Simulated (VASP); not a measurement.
CoMo, 2 atoms in the cell. Symmetry: P-6m2, No. 187, hexagonal system. The conventional cell has a = 2.695 Å, b = 2.695 Å, c = 4.184 Å, α = 90.00°, β = 90.00°, γ = 120.00°. Co (site symmetry -6m2) has 6 Mo at 2.61 Å and 6 Co at 2.69 Å within 3.4 Å. Mo (site symmetry -6m2) has 6 Co at 2.61 Å and 6 Mo at 2.69 Å within 3.4 Å. 

* Program: VASP 6.6.1
* Task: single point
* Functional: LDA
* Potentials or basis: VASP PAW LDA potentials, release 64 (Co, Mo_sv)
* Cutoff: 520 eV
* k mesh: 14 × 14 × 8
* Occupations: fermi-dirac, width 0.05 eV
* Spin: collinear spin, ferromagnetic start
* Starting moments: [0.2, 0.0] μB
* Fixed moment: 0.2 μB
* Dipole correction: no
* Further INCAR settings: ALGO = Normal; EDIFF = 1e-06; NBANDS = 22

Potentials or basis: VASP PAW LDA potentials, release 64 (Co, Mo_sv).

Run with:

```console
$ cat potpaw_LDA.64/Co/POTCAR potpaw_LDA.64/Mo_sv/POTCAR > POTCAR
$ mpirun -np 1 vasp_std > vasp.out
```

Hardware: 1 thread of Intel Xeon 6975P-C, on a shared host.

Estimate the wall time of this run.

Run time: 2 min on 1 thread of Intel Xeon 6975P-C (shared host), peak memory 0.22 GiB. Counts: scf iterations 17, k points 120.
